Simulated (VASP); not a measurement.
# Ga8HN8 (a cell with a defect) in VASP: further runs

The runs below take Ga8HN8 (a cell with a defect) through single point, with PBE.

Program: VASP 6.6.1. These are calculated values, not measurements. Logs are shortened: lines on timing, memory, paths and dates and some standing lists are left out, and cuts for length are marked.

## (1) The cell of the first run

The cell holds a defect, 17 atoms: a = 6.433 Å, b = 6.433 Å, c = 6.433 Å, α = 60.00°, β = 60.00°, γ = 60.00°.

## (2) Single point, PBE, collinear spin

File INCAR:

```
SYSTEM = Ga8HN8
PREC = Accurate ; ENCUT = 520
EDIFF = 1E-6 ; ISMEAR = 0
SIGMA = 0.02 ; LREAL = Auto
LASPH = .True. ; NELM = 150
ALGO = Normal ; ISIF = 2
LWAVE = .False. ; LCHARG = .True.
ISPIN = 2 ; MAGMOM = 0 0 0 0 0 0 0 0 0 0 0 0 0 0 0 0 0.41
LORBIT = 11 ; GGA = PE
LELF = .True. ; LVHAR = .True.
NBANDS = 90
```

File KPOINTS:

```
Automatic mesh
0
Gamma
  3 3 3
  0 0 0
```

File POSCAR:

```
Ga8HN8
1.0
    0.0000000000      4.5484769755     -4.5484769755
    4.5484769755      4.5484769755      0.0000000000
    4.5484769755      0.0000000000     -4.5484769755
Ga N H
8 8 1
Direct
    0.0046634291     -0.0034148793      0.5007899374
    0.0031850222      0.4984070519      0.5011301612
    0.5046484818     -0.0007046315      0.5046388082
    0.5010532124      0.5001540103      0.5010437587
    0.0032920910     -0.0038481013      1.0032826426
    0.0002275487      0.4961717982      1.0002181004
    0.5007995011     -0.0034149893      1.0046538709
    0.5011398348      0.4984070519      1.0031753540
    0.1278829162      0.1212949968      0.1278732427
    0.1263093126      0.6218375987      0.1262998589
    0.6212745530      0.1169600292      0.1355231660
    0.6254268221      0.6235820287      0.1280238425
    0.1355327296      0.1169599193      0.6212649894
    0.1280334062      0.6235819188      0.6254172584
    0.6290225311      0.1244564946      0.6290128576
    0.6220064464      0.6301041020      0.6219969927
    0.8409433577      0.3316759672      0.8409336841
```

Potentials or basis: VASP PAW PBE potentials, release 64 (Ga_d, N, H).

Started as:

```sh
$ cat potpaw_PBE.64/Ga_d/POTCAR potpaw_PBE.64/N/POTCAR potpaw_PBE.64/H/POTCAR > POTCAR
$ mpirun -np 1 vasp_std > vasp.out
```

OUTCAR:

```text
SYSTEM = Ga8HN8
   PREC = Accurate
   ENCUT = 520
   EDIFF = 1E-6
   ISMEAR = 0
   LREAL = Auto
   LASPH = .True.
   NELM = 150
   ISIF = 2
   ISPIN = 2
   LORBIT = 11
   GGA = PE

 ion  position               nearest neighbor table
   1  0.005  0.997  0.501-  13 1.95   9 1.96  14 1.96  15 1.97
   2  0.003  0.498  0.501-  17 1.87  14 1.97  10 1.97  16 2.00  13 2.00
   3  0.505  0.999  0.505-  11 1.94  13 1.94  16 1.94  15 1.96
   4  0.501  0.500  0.501-  16 1.95  14 1.96  12 1.96  15 1.97
   5  0.003  0.996  0.003-  17 1.85   9 1.97  10 1.97  11 2.01  13 2.01
   6  0.000  0.496  0.000-  12 1.97  14 1.97   9 1.97  10 1.98
   7  0.501  0.997  0.005-  11 1.95   9 1.96  12 1.96  15 1.97
   8  0.501  0.498  0.003-  17 1.87  12 1.97  10 1.97  16 2.00  11 2.00
   9  0.128  0.121  0.128-   7 1.96   1 1.96   5 1.97   6 1.97
  10  0.126  0.622  0.126-   5 1.97   2 1.97   8 1.97   6 1.98
  11  0.621  0.117  0.136-   3 1.94   7 1.95   8 2.00   5 2.01
  12  0.625  0.624  0.128-   7 1.96   4 1.96   8 1.97   6 1.97
  13  0.136  0.117  0.621-   3 1.94   1 1.95   2 2.00   5 2.01
  14  0.128  0.624  0.625-   1 1.96   4 1.96   2 1.97   6 1.97
  15  0.629  0.124  0.629-   3 1.96   1 1.97   7 1.97   4 1.97
  16  0.622  0.630  0.622-   3 1.94   4 1.95   8 2.00   2 2.00
  17  0.841  0.332  0.841-   5 1.85   2 1.87   8 1.87

  LATTYP: Found a face centered cubic cell.
 ALAT       =     9.0969539510

  Lattice vectors:

 A1 = (   0.0000000000,   4.5484769755,  -4.5484769755)
 A2 = (   4.5484769755,   4.5484769755,   0.0000000000)
 A3 = (   4.5484769755,   0.0000000000,  -4.5484769755)

Analysis of symmetry for initial positions (statically):
=====================================================================
 Subroutine PRICEL returns:
 Original cell was already a primitive cell.

 Routine SETGRP: Setting up the symmetry group for a
 face centered cubic supercell.

 Subroutine GETGRP returns: Found  2 space group operations
 (whereof  1 operations were pure point group operations)
 out of a pool of 48 trial point group operations.

The static configuration has the point symmetry C_1 .
 The point group associated with its full space group is C_1h.

Analysis of symmetry for dynamics (positions and initial velocities):
=====================================================================
 Subroutine PRICEL returns:
 Original cell was already a primitive cell.

 Routine SETGRP: Setting up the symmetry group for a
 face centered cubic supercell.

 Subroutine GETGRP returns: Found  2 space group operations
 (whereof  1 operations were pure point group operations)
 out of a pool of 48 trial point group operations.

The dynamic configuration has the point symmetry C_1 .
 The point group associated with its full space group is C_1h.

Analysis of structural, dynamic, and magnetic symmetry:
=====================================================================
 Subroutine PRICEL returns:
 Original cell was already a primitive cell.

 Routine SETGRP: Setting up the symmetry group for a
 face centered cubic supercell.

 Subroutine GETGRP returns: Found  2 space group operations
 (whereof  1 operations were pure point group operations)
 out of a pool of 48 trial point group operations.

The overall configuration has the point symmetry C_1 .
 The point group associated with its full space group is C_1h.

 Subroutine INISYM returns: Found  2 space group operations
 (whereof  1 operations are pure point group operations),
 and found     1 'primitive' translations

----------------------------------------------------------------------------------------

                                     Primitive cell

  volume of cell :     188.2036

  direct lattice vectors                    reciprocal lattice vectors
     0.000000000  4.548476975 -4.548476975    -0.109926906  0.109926906 -0.109926906
     4.548476975  4.548476975  0.000000000     0.109926906  0.109926906  0.109926906
     4.548476975  0.000000000 -4.548476975     0.109926906 -0.109926906 -0.109926906

  length of vectors
     6.432517827  6.432517827  6.432517827     0.190398986  0.190398986  0.190398986

  position of ions in fractional coordinates (direct lattice)
     0.004663429  0.996585121  0.500789937
     0.003185022  0.498407052  0.501130161
     0.504648482  0.999295369  0.504638808
     0.501053212  0.500154010  0.501043759
     0.003292091  0.996151899  0.003282643
     0.000227549  0.496171798  0.000218100
[... 9 lines left out ...]
     0.622006446  0.630104102  0.621996993
     0.840943358  0.331675967  0.840933684

  ion indices of the primitive-cell ions
   primitive index   ion index
                 1           1
                 2           2
                 3           3
                 4           4
                 5           5
                 6           6
[... 9 lines left out ...]
                16          16
                17          17

----------------------------------------------------------------------------------------

 KPOINTS: Automatic mesh

Automatic generation of k-mesh.
 Grid dimensions read from file:
 generate k-points for:    3    3    3

 Generating k-lattice:

  Cartesian coordinates                     Fractional coordinates (reciprocal lattice)
    -0.036642302  0.036642302 -0.036642302     0.333333333  0.000000000  0.000000000
     0.036642302  0.036642302  0.036642302     0.000000000  0.333333333  0.000000000
     0.036642302 -0.036642302 -0.036642302     0.000000000  0.000000000  0.333333333

  Length of vectors
     0.063466329  0.063466329  0.063466329

  Shift w.r.t. Gamma in fractional coordinates (k-lattice)
     0.000000000  0.000000000  0.000000000

 Subroutine IBZKPT returns following result:
 ===========================================

 Found     10 irreducible k-points:

 Following reciprocal coordinates:
            Coordinates               Weight
  0.000000  0.000000  0.000000      1.000000
  0.333333  0.000000  0.000000      4.000000
  0.000000  0.333333  0.000000      2.000000
  0.333333  0.333333  0.333333      2.000000
  0.333333  0.333333  0.000000      4.000000
  0.333333  0.000000  0.333333      2.000000
 -0.333333  0.333333  0.000000      4.000000
  0.333333  0.000000 -0.333333      2.000000
  0.333333  0.333333 -0.333333      4.000000
 -0.333333  0.333333 -0.333333      2.000000
   k-points           NKPTS =     10   k-points in BZ     NKDIM =     10   number of bands    NBANDS=     90
   number of dos      NEDOS =    301   number of ions     NIONS =     17
   total plane-waves  NPLWV = 110592
   dimension x,y,z NGX =    48 NGY =   48 NGZ =   48
   dimension x,y,z NGXF=    96 NGYF=   96 NGZF=   96
   ions per type =               8   8   1
   NGX,Y,Z   is equivalent  to a cutoff of  12.41, 12.41, 12.41 a.u.
   NGXF,Y,Z  is equivalent  to a cutoff of  24.81, 24.81, 24.81 a.u.
 SYSTEM =  Ga8HN8
   PREC   = accura    normal or accurate (medium, high low for compatibility)
   ISTART =      0    job   : 0-new  1-cont  2-samecut
   ICHARG =      2    charge: 1-file 2-atom 10-const
   ISPIN  =      2    spin polarized calculation?
   LNONCOLLINEAR =      F non collinear calculations
   LSORBIT =      F    spin-orbit coupling
   LASPH  =      T    aspherical Exc in radial PAW
   ENCUT  =  520.0 eV  38.22 Ry    6.18 a.u.  11.96 11.96 11.96*2*pi/ulx,y,z
   NELM   =    150;   NELMIN=  2; NELMDL= -5     # of ELM steps
   EDIFF  = 0.1E-05   stopping-criterion for ELM
   LREAL  =      T    real-space projection
   EDIFFG = 0.1E-04   stopping-criterion for IOM
   NSW    =      0    number of steps for IOM
   IBRION =     -1    ionic relax: 0-MD 1-quasi-New 2-CG
   NFREE  =      0    steps in history (QN), initial steepest desc. (CG)
   ISIF   =      2    stress and relaxation
   ISYM   =      2    0-nonsym 1-usesym 2-fastsym
   POTIM  = 0.5000    time-step for ionic-motion
   TEBEG  =    0.0;   TEEND  =   0.0 temperature during run
   PSTRESS=    0.0 pullay stress
   NELECT =     145.0000    total number of electrons
   NUPDOWN=      -1.0000    fix difference up-down
   EMIN   =  10.00;   EMAX   =-10.00  energy-range for DOS
   EFERMI =   0.00;   METHOD = LEGACY
   ISMEAR =     0;   SIGMA  =   0.02  broadening in eV -4-tet -1-fermi 0-gaus
   EFERMI_NEDOS =   21; number of points for ismear=-14 and -15
   IALGO  =     38    algorithm
   IMIX   =      4    mixing-type and parameters
     AMIX     =   0.40;   BMIX     =  1.00
     AMIX_MAG =   1.60;   BMIX_MAG =  1.00
  volume/ion in A,a.u.               =      11.07        74.71
  Fermi-wavevector in a.u.,A,eV,Ry     =   1.500795  2.836092 30.645585  2.252387
  Thomas-Fermi vector in A             =   2.612249
   LORBIT       =     11    0 simple, 1 ext, 2 COOP (PROOUT), +10 PAW based schemes
   GGA     = PE    functional components
   LHFCALC =     F    Hartree Fock is set to
   AEXX    =    0.0000 exact exchange contribution
   IVDW    =     0    specifies the selected vdW correction
   LEPSILON=     F    determine dielectric tensor
   LRPA    =     F    only Hartree local field effects (RPA)
 spin polarized calculation
 Gauss-broadening in eV      SIGMA  =   0.02
  energy-cutoff  :      520.00
  volume of cell :      188.20
 maximum number of plane-waves:      5066
   NGX = 23   NGY = 23   NGZ = 23

 number of electron     144.9999994 magnetization       0.7777771

 Free energy of the ion-electron system (eV)
  ---------------------------------------------------
  ext. energy  EPLUGINS =         0.00000000
  ---------------------------------------------------
  free energy    TOTEN  =       -97.51333597 eV

  energy without entropy =      -97.51208416  energy(sigma->0) =      -97.51271007

 E-fermi :   6.3298     XC(G=0): -11.6019

 val. band max:        6.3292196298   @ k =  -0.3333   0.3333   0.0000
 cond. band min:       6.3308931835   @ k =   0.3333   0.0000  -0.3333
 fundamental gap:      0.0016735537
 Fermi energy:         6.3297771916

 spin component 1

 k-point     1 :       0.0000    0.0000    0.0000
  band No.  band energies     occupation
      1     -10.7677      1.00000
      2      -9.8981      1.00000
      3      -9.8730      1.00000
      4      -9.8730      1.00000
      5      -9.8528      1.00000
      6      -9.7202      1.00000
[... 859 lines left out ...]
     83      12.3649      0.00000
     84      12.5066      0.00000
 Fermi energy:         6.3297771916

 spin component 2

 k-point     1 :       0.0000    0.0000    0.0000
  band No.  band energies     occupation
      1     -10.6976      1.00000
      2      -9.8556      1.00000
      3      -9.8345      1.00000
      4      -9.8251      1.00000
      5      -9.8241      1.00000
      6      -9.6756      1.00000
[... 859 lines left out ...]
     83      12.3944      0.00000
     84      12.5373      0.00000
 [bands above 84 left out]

------------------------ aborting loop because EDIFF is reached ----------------------------------------

  FORCE on cell =-STRESS in cart. coord.  units (eV):
  Direction    XX          YY          ZZ          XY          YZ          ZX
  --------------------------------------------------------------------------------------
  -------------------------------------------------------------------------------------
  Total        3.8639992      3.8639992      3.9125497     -0.5247993      0.5217330      0.5217326
  in kB       32.8942219     32.8942219     33.3075322     -4.4676158      4.4415121      4.4415090
  external PRESSURE =      33.0319920 kB  Pullay stress =       0.0000000 kB

 VOLUME and BASIS-vectors are now :
 -----------------------------------------------------------------------------
  energy-cutoff  :      520.00
  volume of cell :      188.20
      direct lattice vectors                 reciprocal lattice vectors
     0.000000000  4.548476975 -4.548476975    -0.109926906  0.109926906 -0.109926906
     4.548476975  4.548476975  0.000000000     0.109926906  0.109926906  0.109926906
     4.548476975  0.000000000 -4.548476975     0.109926906 -0.109926906 -0.109926906

 POSITION                                       TOTAL-FORCE (eV/Angst)
 -----------------------------------------------------------------------------------
      6.81078      4.55416     -2.29904        -0.016403     -0.015747      0.007691
      4.54637      2.28148     -2.29387        -0.017644     -0.008326      0.012639
      6.84061      6.84065     -4.59072        -0.023096     -0.023096      0.027528
      4.55393      4.55397     -4.55802        -0.013880     -0.013880      0.018238
      4.54590      4.54595     -0.02991        -0.020231     -0.020231      0.004179
      2.25782      2.25786     -0.00203        -0.028614     -0.028614      0.019049
[... 9 lines left out ...]
      5.69515      5.69520     -5.65832        -0.017410     -0.017410      0.036583
      5.33359      5.33363     -7.64998         0.292064      0.292064     -0.223535
 -----------------------------------------------------------------------------------
    total drift:                               -0.005810     -0.002479     -0.005338

  FREE ENERGIE OF THE ION-ELECTRON SYSTEM (eV)
  ---------------------------------------------------
  free  energy   TOTEN  =       -97.5133359710 eV

  energy  without entropy=      -97.5120841650  energy(sigma->0) =      -97.51271007

 total charge

# of ion       s       p       d       tot
------------------------------------------
    1        0.786   0.878  10.169  11.833
    2        0.777   0.862  10.166  11.806
    3        0.796   0.900  10.180  11.875
    4        0.786   0.878  10.169  11.832
    5        0.777   0.864  10.167  11.807
    6        0.781   0.857  10.160  11.798
[... 9 lines left out ...]
   16        1.240   2.478   0.000   3.718
   17        0.507   0.018   0.000   0.526
--------------------------------------------------
tot         16.621  26.928  81.347 124.895

 magnetization (x)

# of ion       s       p       d       tot
------------------------------------------
    1       -0.000   0.003   0.002   0.005
    2       -0.003  -0.003   0.012   0.007
    3        0.002   0.016   0.007   0.024
    4       -0.000   0.003   0.002   0.005
    5       -0.003  -0.003   0.013   0.007
    6       -0.000  -0.000   0.002   0.002
[... 9 lines left out ...]
   16        0.008   0.075   0.000   0.083
   17        0.180   0.002   0.000   0.182
--------------------------------------------------
tot          0.202   0.292   0.053   0.547
```

It took 8.9 min on 1 thread of Intel Xeon Platinum 8488C (Sapphire Rapids), shared host; peak memory 0.53 GiB.

What came out:

| Quantity | Value |
| --- | --- |
| Free energy | -97.5133 eV |
| Pressure | 3.3 GPa |
| Largest force | 0.470 eV/Å |
| Net moment | 0.78 μB per cell |
| Site moments | Ga +0.01, +0.02, +0.00 (each value once); N +0.01, +0.00, +0.09, -0.00, +0.08 (each value once); H +0.18 μB |
| Valence electrons inside the program's atomic spheres | Ga 11.83, 11.81, 11.88, 11.80 (each value once); N 3.73, 3.72 (each value once); H 0.53 |

Forces on the atoms (eV/Å):
```
Ga  -0.016 -0.016  0.008
Ga  -0.018 -0.008  0.013
Ga  -0.023 -0.023  0.028
Ga  -0.014 -0.014  0.018
Ga  -0.020 -0.020  0.004
Ga  -0.029 -0.029  0.019
Ga  -0.016 -0.016  0.008
Ga  -0.008 -0.018  0.013
N   -0.018 -0.018 -0.005
N   -0.022 -0.022  0.012
N   -0.026 -0.023  0.013
N   -0.007 -0.016  0.013
N   -0.023 -0.026  0.013
N   -0.016 -0.007  0.013
N   -0.019 -0.019  0.019
N   -0.017 -0.017  0.037
H    0.292  0.292 -0.224
```

Caveat: the k points lie up to 0.40 Å⁻¹ apart.

## (3) Single point, PBE, collinear spin

File INCAR:

```
PREC = Accurate ; ENCUT = 520
EDIFF = 1E-7 ; ISMEAR = 0
SIGMA = 0.02 ; LREAL = Auto
LASPH = T ; NELM = 150
ALGO = Normal ; ISIF = 2
LWAVE = F ; LCHARG = F
ISPIN = 2 ; MAGMOM = 0 0 0 0 0 0 0 0 0 0 0 0 0 0 0 0 0.41
LORBIT = 11 ; GGA = PE
NBANDS = 90
```

File KPOINTS:

```
Automatic mesh
0
Gamma
  3 3 3
```

File POSCAR:

```
Ga8HN8
1.0
    0.0000000000      4.5484769755     -4.5484769755
    4.5484769755      4.5484769755      0.0000000000
    4.5484769755      0.0000000000     -4.5484769755
Ga N H
8 8 1
Direct
    0.0032407551     -0.0026062570      0.5010223229
    0.0046915704      0.4980580340      0.5006927621
    0.5047052040     -0.0085274698      0.5045954970
    0.5010579392      0.4978592861      0.5009482322
    0.0033028638     -0.0026487987      1.0031931621
    0.0002395307      0.5034616010      1.0001298291
    0.5011320300     -0.0026062570      1.0031310534
    0.5008024691      0.4980580340      1.0045818687
    0.1263386631      0.1256382088      0.1262289560
    0.1278931394      0.6230276673      0.1277834324
    0.6213285272      0.1263228336      0.1354665536
    0.6254308894      0.6230646028      0.1279454646
    0.1355762607      0.1263228336      0.6212188201
    0.1280551717      0.6230646028      0.6253211823
    0.6220296410      0.1260071235      0.6219199339
    0.6290474846      0.6175823281      0.6289375577
    0.8407444999     -0.0133183042      0.8406343531
```

Potentials or basis: VASP PAW PBE potentials, release 64 (Ga_d, N, H).

Started as:

```sh
$ cat potpaw_PBE.64/Ga_d/POTCAR potpaw_PBE.64/N/POTCAR potpaw_PBE.64/H/POTCAR > POTCAR
$ mpirun -np 1 vasp_std > vasp.out
```

It took 14 min on 1 thread of Intel Xeon Platinum 8259CL at 2.50GHz (Skylake/Cascade Lake), shared host; peak memory 0.53 GiB.

Results (log left out):

| Property | Result |
| --- | --- |
| Free energy | -97.5131 eV |
| Pressure | 3.3 GPa |
| Largest force | 0.469 eV/Å |
| Net moment | 0.78 μB per cell |
| Site moments | Ga +0.01, +0.02, +0.00 (each value once); N +0.00, +0.01, +0.09, +0.08, -0.00 (each value once); H +0.18 μB |
| Valence electrons inside the program's atomic spheres | Ga 11.81, 11.83, 11.88, 11.80 (each value once); N 3.72, 3.73 (each value once); H 0.53 |

Forces on the atoms (eV/Å):
```
Ga   0.008  0.016  0.011
Ga   0.016  0.015  0.007
Ga   0.023  0.023  0.030
Ga   0.015  0.015  0.018
Ga   0.020  0.020  0.006
Ga   0.029  0.029  0.020
Ga   0.016  0.008  0.011
Ga   0.015  0.016  0.007
N    0.021  0.021  0.013
N    0.018  0.018 -0.004
N    0.022  0.025  0.014
N    0.016  0.009  0.014
N    0.025  0.022  0.014
N    0.009  0.016  0.014
N    0.017  0.017  0.038
N    0.019  0.019  0.019
H   -0.289 -0.289 -0.229
```

Stress tensor (GPa, compression positive):
```
 3.32 -0.45 -0.44
-0.45  3.32 -0.44
-0.44 -0.44  3.36
```

Levels at points of the mesh, in eV from the Fermi level:
Spin up:
```csv
k point,band 71,band 72,band 73,band 74,band 75,band 76
"(0.00, 0.00, 0.00)",-1.32,-1.32,-1.32,0.58,2.04,2.05
```
Spin down:
```
           k point  band 68  band 69  band 70  band 71  band 72  band 73  band 74  band 75  band 76  band 77
(0.00, 0.00, 0.00)    -2.17    -2.15    -1.41    -1.25    -1.25    -1.10     0.67     2.06     2.07     2.98
```

Caveat: the k points lie up to 0.40 Å⁻¹ apart.

(Continued in part 2 of 2.)
